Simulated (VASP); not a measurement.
# Al2B3N5 (I4/mmm) in VASP: single point with PBE

Aim: the single point of Al2B3N5 with PBE.

Program: VASP 6.6.1. These are calculated values, not measurements. Logs are shortened: lines on timing, memory, paths and dates and some standing lists are left out, and cuts for length are marked.

### 1 The cell of the first run

Symmetry: I4/mmm, No. 139, tetragonal system. The conventional cell has a = 3.105 Å, b = 3.105 Å, c = 21.954 Å, α = 90.00°, β = 90.00°, γ = 90.00°. Within 2.9 Å of Al (site symmetry 4mm) lie 6 N at 2.20 Å. B (site symmetry 4mm) has 6 N at 2.20 Å within 2.9 Å. Within 2.9 Å of B (site symmetry 4/mmm) lie 6 N at 2.20 Å. Within 2.9 Å of N (site symmetry 4mm) lie 5 B at 2.20 Å and 1 Al at 2.20 Å. N (site symmetry 4mm) has 4 Al at 2.20 Å and 2 B at 2.20 Å within 2.9 Å. N (site symmetry 4/mmm) has 4 B at 2.20 Å and 2 Al at 2.20 Å within 2.9 Å.

### 2 Single point, PBE, collinear spin, ferromagnetic start

Input file INCAR:

```
SYSTEM = Al2B3N5
  PREC = Accurate
  ENCUT = 520
  EDIFF = 1E-6
  ISMEAR = 0
  SIGMA = 0.1
  LREAL = .False.
  LASPH = .True.
  NELM = 150
  ALGO = Normal
  ISIF = 2
  LWAVE = .False.
  LCHARG = .False.
  ISPIN = 2
  MAGMOM = 0 0 0 0 0 1 1 1 1 1
  LORBIT = 11
  GGA = PE
  NBANDS = 35
```

Input file KPOINTS:

```
Automatic mesh
0
Gamma
  8 8 8
  0 0 0
```

Input file POSCAR:

```
Al2B3N5
1.0
   -1.5524055200      1.5524055200     10.9771647200
    1.5524055200     -1.5524055200     10.9771647200
    1.5524055200      1.5524055200    -10.9771647200
Al B N
2 3 5
Direct
    0.6000000000      0.6000000000      0.0000000000
    0.4000000000      0.4000000000      0.0000000000
    0.2000000000      0.2000000000      0.0000000000
    0.8000000000      0.8000000000      0.0000000000
    0.0000000000      0.0000000000      0.0000000000
    0.7000000000      0.7000000000      0.0000000000
    0.3000000000      0.3000000000      0.0000000000
    0.9000000000      0.9000000000      0.0000000000
    0.5000000000      0.5000000000      0.0000000000
    0.1000000000      0.1000000000      0.0000000000
```

Potentials or basis: VASP PAW PBE potentials, release 64 (Al, B, N).

Launch:

```bash
> cat potpaw_PBE.64/Al/POTCAR potpaw_PBE.64/B/POTCAR potpaw_PBE.64/N/POTCAR > POTCAR
> mpirun -np 1 vasp_std > vasp.out
```

OUTCAR:

```text
SYSTEM = Al2B3N5
   PREC = Accurate
   ENCUT = 520
   EDIFF = 1E-6
   ISMEAR = 0
   LREAL = .False.
   LASPH = .True.
   NELM = 150
   ISIF = 2
   ISPIN = 2
   LORBIT = 11
   GGA = PE

 ion  position               nearest neighbor table
   1  0.600  0.600  0.000-  10 2.20  10 2.20  10 2.20  10 2.20   9 2.20   6 2.20
   2  0.400  0.400  0.000-   8 2.20   8 2.20   8 2.20   8 2.20   9 2.20   7 2.20
   3  0.200  0.200  0.000-
   4  0.800  0.800  0.000-
   5  0.000  0.000  0.000-
   6  0.700  0.700  0.000-   1 2.20
   7  0.300  0.300  0.000-   2 2.20
   8  0.900  0.900  0.000-   2 2.20   2 2.20   2 2.20   2 2.20
   9  0.500  0.500  0.000-   1 2.20   2 2.20
  10  0.100  0.100  0.000-   1 2.20   1 2.20   1 2.20   1 2.20

  LATTYP: Found a body centered tetragonal cell.
 ALAT       =     3.1048110400
 C/A-ratio  =     7.0710678225

  Lattice vectors:

 A1 = (  -1.5524055200,   1.5524055200,  10.9771647200)
 A2 = (   1.5524055200,  -1.5524055200,  10.9771647200)
 A3 = (   1.5524055200,   1.5524055200, -10.9771647200)

Analysis of symmetry for initial positions (statically):
=====================================================================
 Subroutine PRICEL returns:
 Original cell was already a primitive cell.

 Routine SETGRP: Setting up the symmetry group for a
 body centered tetragonal supercell.

 Subroutine GETGRP returns: Found 16 space group operations
 (whereof 16 operations were pure point group operations)
 out of a pool of 16 trial point group operations.

The static configuration has the point symmetry D_4h.

Analysis of symmetry for dynamics (positions and initial velocities):
=====================================================================
 Subroutine PRICEL returns:
 Original cell was already a primitive cell.

 Routine SETGRP: Setting up the symmetry group for a
 body centered tetragonal supercell.

 Subroutine GETGRP returns: Found 16 space group operations
 (whereof 16 operations were pure point group operations)
 out of a pool of 16 trial point group operations.

The dynamic configuration has the point symmetry D_4h.

Analysis of structural, dynamic, and magnetic symmetry:
=====================================================================
 Subroutine PRICEL returns:
 Original cell was already a primitive cell.

 Routine SETGRP: Setting up the symmetry group for a
 body centered tetragonal supercell.

 Subroutine GETGRP returns: Found 16 space group operations
 (whereof 16 operations were pure point group operations)
 out of a pool of 16 trial point group operations.

The overall configuration has the point symmetry D_4h.

 Subroutine INISYM returns: Found 16 space group operations
 (whereof 16 operations are pure point group operations),
 and found     1 'primitive' translations

----------------------------------------------------------------------------------------

                                     Primitive cell

  volume of cell :     105.8182

  direct lattice vectors                    reciprocal lattice vectors
    -1.552405520  1.552405520 10.977164720     0.000000000  0.322080792  0.045549102
     1.552405520 -1.552405520 10.977164720     0.322080792  0.000000000  0.045549102
     1.552405520  1.552405520-10.977164720     0.322080792  0.322080792  0.000000000

  length of vectors
    11.194555422 11.194555422 11.194555422     0.325285655  0.325285655  0.455491025

  position of ions in fractional coordinates (direct lattice)
     0.600000000  0.600000000  0.000000000
     0.400000000  0.400000000  0.000000000
     0.200000000  0.200000000  0.000000000
     0.800000000  0.800000000  0.000000000
     0.000000000  0.000000000  0.000000000
     0.700000000  0.700000000  0.000000000
     0.300000000  0.300000000  0.000000000
     0.900000000  0.900000000  0.000000000
     0.500000000  0.500000000  0.000000000
     0.100000000  0.100000000  0.000000000

  ion indices of the primitive-cell ions
   primitive index   ion index
                 1           1
                 2           2
                 3           3
                 4           4
                 5           5
                 6           6
                 7           7
                 8           8
                 9           9
                10          10

----------------------------------------------------------------------------------------

 KPOINTS: Automatic mesh

Automatic generation of k-mesh.
 Grid dimensions read from file:
 generate k-points for:    8    8    8

 Generating k-lattice:

  Cartesian coordinates                     Fractional coordinates (reciprocal lattice)
     0.000000000  0.040260099  0.005693638     0.125000000  0.000000000  0.000000000
     0.040260099  0.000000000  0.005693638     0.000000000  0.125000000  0.000000000
     0.040260099  0.040260099  0.000000000     0.000000000  0.000000000  0.125000000

  Length of vectors
     0.040660707  0.040660707  0.056936378

  Shift w.r.t. Gamma in fractional coordinates (k-lattice)
     0.000000000  0.000000000  0.000000000

 Subroutine IBZKPT returns following result:
 ===========================================

 Found     59 irreducible k-points:

 Following reciprocal coordinates:
            Coordinates               Weight
  0.000000  0.000000  0.000000      1.000000
  0.125000  0.000000  0.000000      8.000000
  0.250000  0.000000  0.000000      8.000000
  0.375000  0.000000 -0.000000      8.000000
  0.500000  0.000000  0.000000      4.000000
  0.125000  0.125000  0.000000      8.000000
[... 16 lines left out ...]
  0.250000  0.125000  0.125000     16.000000
  0.375000  0.125000  0.125000      8.000000
 [... further k-points ...]
   k-points           NKPTS =     59   k-points in BZ     NKDIM =     59   number of bands    NBANDS=     35
   number of dos      NEDOS =    301   number of ions     NIONS =     10
   total plane-waves  NPLWV = 592704
   dimension x,y,z NGX =    84 NGY =   84 NGZ =   84
   dimension x,y,z NGXF=   168 NGYF=  168 NGZF=  168
   ions per type =               2   3   5
   NGX,Y,Z   is equivalent  to a cutoff of  12.47, 12.47, 12.47 a.u.
   NGXF,Y,Z  is equivalent  to a cutoff of  24.95, 24.95, 24.95 a.u.
 SYSTEM =  Al2B3N5
   PREC   = accura    normal or accurate (medium, high low for compatibility)
   ISTART =      0    job   : 0-new  1-cont  2-samecut
   ICHARG =      2    charge: 1-file 2-atom 10-const
   ISPIN  =      2    spin polarized calculation?
   LNONCOLLINEAR =      F non collinear calculations
   LSORBIT =      F    spin-orbit coupling
   LASPH  =      T    aspherical Exc in radial PAW
   ENCUT  =  520.0 eV  38.22 Ry    6.18 a.u.  20.81 20.81 20.81*2*pi/ulx,y,z
   NELM   =    150;   NELMIN=  2; NELMDL= -5     # of ELM steps
   EDIFF  = 0.1E-05   stopping-criterion for ELM
   LREAL  =      F    real-space projection
   EDIFFG = 0.1E-04   stopping-criterion for IOM
   NSW    =      0    number of steps for IOM
   IBRION =     -1    ionic relax: 0-MD 1-quasi-New 2-CG
   NFREE  =      0    steps in history (QN), initial steepest desc. (CG)
   ISIF   =      2    stress and relaxation
   ISYM   =      2    0-nonsym 1-usesym 2-fastsym
   POTIM  = 0.5000    time-step for ionic-motion
   TEBEG  =    0.0;   TEEND  =   0.0 temperature during run
   PSTRESS=    0.0 pullay stress
   NELECT =      40.0000    total number of electrons
   NUPDOWN=      -1.0000    fix difference up-down
   EMIN   =  10.00;   EMAX   =-10.00  energy-range for DOS
   EFERMI =   0.00;   METHOD = LEGACY
   ISMEAR =     0;   SIGMA  =   0.10  broadening in eV -4-tet -1-fermi 0-gaus
   EFERMI_NEDOS =   21; number of points for ismear=-14 and -15
   IALGO  =     38    algorithm
   IMIX   =      4    mixing-type and parameters
     AMIX     =   0.40;   BMIX     =  1.00
     AMIX_MAG =   1.60;   BMIX_MAG =  1.00
  volume/ion in A,a.u.               =      10.58        71.41
  Fermi-wavevector in a.u.,A,eV,Ry     =   1.183699  2.236867 19.063716  1.401144
  Thomas-Fermi vector in A             =   2.319928
   LORBIT       =     11    0 simple, 1 ext, 2 COOP (PROOUT), +10 PAW based schemes
   GGA     = PE    functional components
   LHFCALC =     F    Hartree Fock is set to
   AEXX    =    0.0000 exact exchange contribution
   IVDW    =     0    specifies the selected vdW correction
   LEPSILON=     F    determine dielectric tensor
   LRPA    =     F    only Hartree local field effects (RPA)
 spin polarized calculation
 Gauss-broadening in eV      SIGMA  =   0.10
  energy-cutoff  :      520.00
  volume of cell :      105.82
 maximum number of plane-waves:      2880
   NGX = 41   NGY = 41   NGZ = 41

 number of electron      39.9999999 magnetization       0.0002174

 Free energy of the ion-electron system (eV)
  ---------------------------------------------------
  ext. energy  EPLUGINS =         0.00000000
  ---------------------------------------------------
  free energy    TOTEN  =       -59.30698300 eV

  energy without entropy =      -59.29086148  energy(sigma->0) =      -59.29892224

 E-fermi :   4.3103     XC(G=0): -10.8332

 val. band max:        4.3059411897   @ k =  -0.1250   0.1250   0.1250
 cond. band min:       4.3221514325   @ k =  -0.3750  -0.3750   0.2500
 fundamental gap:      0.0162102428
 Fermi energy:         4.3102604743

 spin component 1

 k-point     1 :       0.0000    0.0000    0.0000
  band No.  band energies     occupation
      1     -10.9790      1.00000
      2     -10.2716      1.00000
      3     -10.0997      1.00000
      4      -8.4542      1.00000
      5      -8.4234      1.00000
      6      -0.9835      1.00000
[... 24 lines left out ...]
     31      11.5505      0.00000
     32      11.5720      0.00000
[... 774 lines left out ...]
      2      -8.5391      1.00000
      3      -8.3986      1.00000
      4      -8.3234      1.00000
      5      -8.2824      1.00000
      6      -2.3344      1.00000
[... 24 lines left out ...]
     31      11.1888      0.00000
     32      11.4039      0.00000

 [... further k-points ...]

 spin component 2

 k-point     1 :       0.0000    0.0000    0.0000
  band No.  band energies     occupation
      1     -10.9790      1.00000
      2     -10.2716      1.00000
      3     -10.0996      1.00000
      4      -8.4542      1.00000
      5      -8.4233      1.00000
      6      -0.9835      1.00000
[... 24 lines left out ...]
     31      11.5503      0.00000
     32      11.5720      0.00000
[... 774 lines left out ...]
      2      -8.5391      1.00000
      3      -8.3985      1.00000
      4      -8.3233      1.00000
      5      -8.2823      1.00000
      6      -2.3344      1.00000
[... 24 lines left out ...]
     31      11.1888      0.00000
     32      11.4038      0.00000

 [... further k-points ...]

 [bands above 32 left out]

------------------------ aborting loop because EDIFF is reached ----------------------------------------

  FORCE on cell =-STRESS in cart. coord.  units (eV):
  Direction    XX          YY          ZZ          XY          YZ          ZX
  --------------------------------------------------------------------------------------
  -------------------------------------------------------------------------------------
  Total      -32.8639785    -32.8639785    -32.8156753      0.0000000      0.0000000      0.0000000
  in kB     -497.5883356   -497.5883356   -496.8569836      0.0000000      0.0000000      0.0000000
  external PRESSURE =    -497.3445516 kB  Pullay stress =       0.0000000 kB

 VOLUME and BASIS-vectors are now :
 -----------------------------------------------------------------------------
  energy-cutoff  :      520.00
  volume of cell :      105.82
      direct lattice vectors                 reciprocal lattice vectors
    -1.552405520  1.552405520 10.977164720     0.000000000  0.322080792  0.045549102
     1.552405520 -1.552405520 10.977164720     0.322080792  0.000000000  0.045549102
     1.552405520  1.552405520-10.977164720     0.322080792  0.322080792  0.000000000

 POSITION                                       TOTAL-FORCE (eV/Angst)
 -----------------------------------------------------------------------------------
      0.00000      0.00000     13.17260        -0.000000     -0.000000     -0.322136
      0.00000      0.00000      8.78173        -0.000000     -0.000000      0.322136
      0.00000      0.00000      4.39087         0.000000      0.000000      0.626829
      0.00000      0.00000     17.56346        -0.000000     -0.000000     -0.626829
      0.00000      0.00000      0.00000        -0.000000     -0.000000     -0.000000
      0.00000      0.00000     15.36803         0.000000      0.000000      0.845244
      0.00000      0.00000      6.58630         0.000000      0.000000     -0.845244
      0.00000      0.00000     19.75890        -0.000000     -0.000000     -0.159755
      0.00000      0.00000     10.97716        -0.000000     -0.000000     -0.000000
      0.00000      0.00000      2.19543        -0.000000     -0.000000      0.159755
 -----------------------------------------------------------------------------------
    total drift:                               -0.000000      0.000000      0.000000

  FREE ENERGIE OF THE ION-ELECTRON SYSTEM (eV)
  ---------------------------------------------------
  free  energy   TOTEN  =       -59.3069830037 eV

  energy  without entropy=      -59.2908614824  energy(sigma->0) =      -59.29892224

 total charge

# of ion       s       p       d       tot
------------------------------------------
    1        0.301   0.285   0.000   0.586
    2        0.301   0.285   0.000   0.586
    3        0.624   0.581   0.000   1.205
    4        0.624   0.581   0.000   1.205
    5        0.643   0.584   0.000   1.227
    6        1.283   2.173   0.000   3.456
    7        1.283   2.173   0.000   3.456
    8        1.251   2.338   0.000   3.589
    9        1.274   2.229   0.000   3.503
   10        1.251   2.338   0.000   3.589
--------------------------------------------------
tot          8.836  13.566   0.000  22.402

 magnetization (x)

# of ion       s       p       d       tot
------------------------------------------
    1       -0.000  -0.000   0.000  -0.000
    2       -0.000  -0.000   0.000  -0.000
    3       -0.000   0.000   0.000   0.000
    4       -0.000   0.000   0.000   0.000
    5       -0.000  -0.000   0.000  -0.000
    6        0.000   0.000   0.000   0.000
    7        0.000   0.000   0.000   0.000
    8        0.000   0.000   0.000   0.000
    9        0.000   0.000   0.000   0.000
   10        0.000   0.000   0.000   0.000
--------------------------------------------------
tot         -0.000   0.000   0.000   0.000
```

Run time: 82 min. Hardware: 1 thread of Intel Xeon Platinum 8488C (Sapphire Rapids), shared host; peak memory 1.6 GiB.

What came out:

| Item | Value |
| --- | --- |
| Free energy | -59.3070 eV |
| Pressure | -49.7 GPa |
| Largest force | 0.845 eV/Å |
| Band gap on the k mesh | zero (filled and empty bands overlap) |
| Net moment | 0.00 μB per cell |
| Valence electrons inside the program's atomic spheres | Al 0.59; B 1.21, 1.23 (each value once); N 3.46, 3.59, 3.50 (each value once) |

Forces in eV/Å, atoms in the order of the input:
```
Al   0.000  0.000 -0.322
Al   0.000  0.000  0.322
B    0.000  0.000  0.627
B    0.000  0.000 -0.627
B    0.000  0.000  0.000
N    0.000  0.000  0.845
N    0.000  0.000 -0.845
N    0.000  0.000 -0.160
N    0.000  0.000  0.000
N    0.000  0.000  0.160
```

Levels at points of the mesh, in eV from the Fermi level:
Spin up:
```tsv
k point	band 17	band 18	band 19	band 20	band 21	band 22	band 23	band 24
(0.00, 0.00, 0.00)	-0.92	-0.92	-0.47	-0.19	-0.19	-0.15	1.99	3.42
(0.50, 0.00, 0.00)	-0.23	-0.10	-0.09	-0.06	2.91	3.18	3.29	3.78
(0.50, 0.50, 0.00)	-2.89	-2.80	-2.38	-2.34	-1.18	0.29	1.62	3.59
(0.50, 0.50, 0.50)	-0.48	-0.48	-0.43	-0.40	-0.40	0.83	1.23	3.52
```
Spin down:
```tsv
k point	band 18	band 19	band 20	band 21	band 22	band 23
(0.00, 0.00, 0.00)	-0.92	-0.47	-0.19	-0.19	-0.15	1.99
(0.50, 0.00, 0.00)	-0.10	-0.09	-0.06	2.91	3.18	3.29
(0.50, 0.50, 0.00)	-2.80	-2.38	-2.34	-1.18	0.29	1.62
(0.50, 0.50, 0.50)	-0.48	-0.43	-0.40	-0.40	0.83	1.23
```

Caveat: the cell stands under tension.
